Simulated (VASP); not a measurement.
C, 1 atom in the cell. The structure is hexagonal, space group P6/mmm (No. 191). Conventional cell: a = 4.381 Å, b = 4.381 Å, c = 1.282 Å, α = 90.00°, β = 90.00°, γ = 120.00°. C (site symmetry 6/mmm) has 2 C at 1.28 Å within 1.7 Å. The cell was built from a structure type or drawn by symmetry, and may not be a known phase.

| Quantity | Value |
| --- | --- |
| Program | VASP 6.6.1 |
| Task | single point |
| Functional | PBE |
| Potentials or basis | VASP PAW PBE potentials, release 64 (C) |
| Cutoff | 600 eV |
| k mesh | 18 × 18 × 42 |
| Occupations | gaussian, width 0.1 eV |
| Spin | no spin polarisation |
| Dipole correction | no |
| Further INCAR settings | ALGO = Normal; EDIFF = 1e-06; NBANDS = 8 |

Potentials or basis: VASP PAW PBE potentials, release 64 (C).

Run with:

```console
$ cat potpaw_PBE.64/C/POTCAR > POTCAR
$ mpirun -np 1 vasp_std > vasp.out
```

Hardware: 1 thread of Intel Xeon 8259CL, on a shared host.

Question: How long does it take, and how much memory?

Answer: Run time: 2.5 min on 1 thread of Intel Xeon 8259CL (shared host), peak memory 0.25 GiB. Counts: scf iterations 12, k points 814.
